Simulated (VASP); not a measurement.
**Cu: single point with PBEsol**

Crystal: Cu.

```xyz
1
Lattice="0.0000 1.7819 1.7819 1.7819 0.0000 1.7819 1.7819 1.7819 0.0000" Properties=species:S:1:pos:R:3 pbc="T T T"
Cu    0.0000    0.0000    0.0000
```

```
Program             : VASP 6.6.1
Task                : single point
Functional          : PBEsol
Potentials or basis : VASP PAW PBE potentials, release 64 (Cu)
Cutoff              : 520 eV
k mesh              : 20 × 20 × 20
Occupations         : fermi-dirac, width 0.08 eV
Spin                : no spin polarisation
```

```yaml
Pressure: 0.7 GPa
```

Levels at points of the mesh, in eV from the Fermi level:
| k point | band 4 | band 5 | band 6 | band 7 | band 8 | band 9 |
| --- | --- | --- | --- | --- | --- | --- |
| (0.00, 0.00, 0.00) | -3.14 | -2.25 | -2.25 | 22.94 | 25.89 | 25.89 |
| (0.50, 0.00, 0.00) | -1.65 | -1.65 | -1.15 | 3.98 | 21.41 | 22.70 |
| (0.50, 0.50, 0.00) | -1.50 | -1.50 | 1.44 | 7.42 | 13.38 | 13.38 |

Run time: 56 s on 1 thread of Intel Xeon 8259CL, with other jobs on the host, peak memory 0.15 GiB.

Caveat: the PAW data sets were made with another functional, which shifts forces and pressure a little.
